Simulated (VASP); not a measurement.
Ni:

```
Ni
1.0
     2.43159    0.00000    0.00000
    -1.21580    2.10582    0.00000
     0.00000    0.00000    4.04547
Ni
2
Direct
  0.66667 0.33333 0.75000
  0.33333 0.66667 0.25000
```

This isn't the form of Ni at room conditions, which is fcc.

Base run:

- Program: VASP 6.6.1
- Functional: PBE
- Potentials or basis: VASP PAW PBE potentials, release 64 (Ni)
- Cutoff: 520 eV
- k mesh: 12 × 12 × 7
- Occupations: fermi-dirac, width 0.05 eV
- Spin: collinear spin, ferromagnetic start
- Starting moments: [1.0, 1.0] μB

Its results: pressure 11.8 GPa; net moment 1.25 μB per cell; site moments Ni +0.63 μB.

Task: The run is repeated on the same cell with these changes: functional from PBE to PBE0; k mesh from 12 × 12 × 7 to 6 × 6 × 4. What comes out?

Result: Pressure 4.2 GPa; net moment 1.40 μB per cell; site moments Ni +0.73 μB.

Several settings changed at once.

Caveats: some runs use coarse meshes; the cell stands under pressure (at least some runs); the PAW data sets were made with another functional, which shifts forces and pressure a little (at least some runs).
